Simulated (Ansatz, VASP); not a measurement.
# Two plane-wave programs on BeTe

INCAR

```
ALGO = Normal ; EDIFF = 1E-6
EDIFFG = -0.01 ; ENCUT = 600
GGA = PE ; IBRION = 2
ISIF = 3 ; ISMEAR = 0
LASPH = T ; LCHARG = F
LREAL = F ; LWAVE = F
NELM = 100 ; NSW = 100
PREC = Accurate ; SIGMA = 0.1
```

Contents of KPOINTS:

```
k-points
0
Gamma
  16 16 12
```

Contents of POSCAR:

```
BeTe
1.0
    3.5750789901      0.0000000000      0.0000000000
    0.0000000000      3.5750789901      0.0000000000
    0.0000000000      0.0000000000      5.2154410387
Be Te
1 1
Direct
    0.0000000000      0.0000000000      0.0000000000
    0.5000000000      0.5000000000      0.0000000000
```

Input for Ansatz:

```yaml
crystal:
  lattice:
    - [3.5750789901, 0.0, 0.0]
    - [0.0, 3.5750789901, 0.0]
    - [0.0, 0.0, 5.2154410387]
  atoms:
    - { symbol: Be, position: [0.0, 0.0, 0.0] }
    - { symbol: Te, position: [0.5, 0.5, 0.0] }
basis:
  ecutwfc: 420
kpoints:
  mp_grid: { grid: [16, 16, 12] }
hamiltonian:
  xc: pbe
scf:
  occupations: { method: gaussian, width: 0.1 }
output:
  forces: true
  stress: true
  eigenvalues: true
relax:
  adjacent_minimum: "off"
  f_tol: 0.01
  max_steps: 80
  cell: { stress_tol: 0.05 }
```

Alike in both runs: task relaxation of cell and atoms; functional PBE; k mesh 16 × 16 × 12; occupations gaussian, width 0.1 eV; no spin polarisation.

|  | VASP | Ansatz |
| --- | --- | --- |
| version | VASP 6.6.1 | Ansatz 0.2.0 |
| potentials or method | VASP PAW PBE potentials, release 64 (Be, Te), cutoff 600 eV | scalar-relativistic, plane waves, PAW |
| valence electrons in the cell | 8 | 18 |

|  | VASP | Ansatz | Ansatz less VASP |
| --- | --- | --- | --- |
| gap on the k mesh at the Fermi level, each at its own relaxed structure (eV) | none | none | - |
| relaxed volume (Å³/atom) | 35.59 | 35.18 | -0.410 |
| relaxed cell length with the largest relative difference (Å) | 5.577 | 5.517 | -0.0599 |

A gap of «none» marks a metal or a gap that the smearing closes. VASP's potentials hold 8 valence electrons a cell and Ansatz's 18, so a difference there can come from the potentials and not from the codes.

Neither program's run includes spin-orbit coupling.
